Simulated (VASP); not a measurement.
Here is a VASP 6.6.1 calculation.

Contents of INCAR:

```
PREC = Accurate ; ENCUT = 520
EDIFF = 1E-6 ; ISMEAR = -1
SIGMA = 0.05 ; LREAL = False
LASPH = True ; NELM = 150
ALGO = Normal ; ISIF = 2
LWAVE = False ; LCHARG = False
ISPIN = 2 ; MAGMOM = 0.387 0.387 0.395 0.395
LORBIT = 11 ; LMAXMIX = 4
GGA = RP ; NBANDS = 32
```

KPOINTS

```
regular mesh
0
Gamma
  14 14 4
```

File POSCAR:

```
Pd
1.0
    2.7286057609      0.0000000000      0.0000000000
   -1.3643028805      2.3630419059      0.0000000000
    0.0000000000      0.0000000000      9.0251062535
Pd
4
Direct
    1.0000000000      1.0000000000      0.0000000000
    1.0000000000      1.0000000000      0.5000000000
    0.3333333333      0.6666666667      0.2500000000
    0.6666666667      0.3333333333      0.7500000000
```

Potentials or basis: VASP PAW PBE potentials, release 64 (Pd).

Launch:

```console
$ cat potpaw_PBE.64/Pd/POTCAR > POTCAR
$ mpirun -np 1 vasp_std > vasp.out
```

(1) Estimate the net moment.

(2) Predict the pressure.

(3) Predict the site moments.

Results:

(1) 1.27 μB per cell.

(2) 15.3 GPa.

(3) Pd +0.32 μB.

Caveat: the cell stands under pressure; the PAW data sets were made with another functional, which shifts forces and pressure a little.
